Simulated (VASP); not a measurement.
Here is a VASP 6.6.1 calculation.

The input INCAR:

```
SYSTEM = SnSe2
PREC = Accurate ; ENCUT = 520
EDIFF = 1E-6 ; ISMEAR = 0
SIGMA = 0.01 ; LREAL = .False.
LASPH = .True. ; NELM = 100
ALGO = Normal ; ISIF = 2
LWAVE = .False. ; LCHARG = .False.
GGA = PE ; NBANDS = 20
```

The input KPOINTS:

```
regular mesh
0
Gamma
  6 6 4
  0 0 0
```

POSCAR

```
SnSe2
1.0
    3.8236612226      0.0000000000      0.0000000000
   -1.9118306113      3.3113879410      0.0000000000
    0.0000000000      0.0000000000      6.1563855318
Sn Se
1 2
Direct
    0.0000000000      0.0000000000      0.0000000000
    0.3333333333      0.6666666667      0.2490000000
    0.6666666667      0.3333333333      0.7510000000
```

Potentials or basis: VASP PAW PBE potentials, release 64 (Sn_d, Se).

Run with:

```console
$ cat potpaw_PBE.64/Sn_d/POTCAR potpaw_PBE.64/Se/POTCAR > POTCAR
$ mpirun -np 1 vasp_std > vasp.out
```

**Question.** What does it give for the band gap on the k mesh?

**Answer.** 0.81 eV, indirect (least direct gap 1.05 eV).

**Question.** Predict the pressure.

**Answer.** 4.9 GPa.

**Question.** Predict the largest force.

**Answer.** 0.696 eV/Å.

Forces in eV/Å, atoms in the order of the input:
```
Sn   0.000  0.000  0.000
Se   0.000  0.000  0.696
Se   0.000  0.000 -0.696
```

Caveat: spin-orbit coupling is left out, which moves the levels of the heavy elements; this functional lacks dispersion, which binds the layers, so the pressure and a relaxed spacing across them are unreliable. A k mesh can miss the band edges.
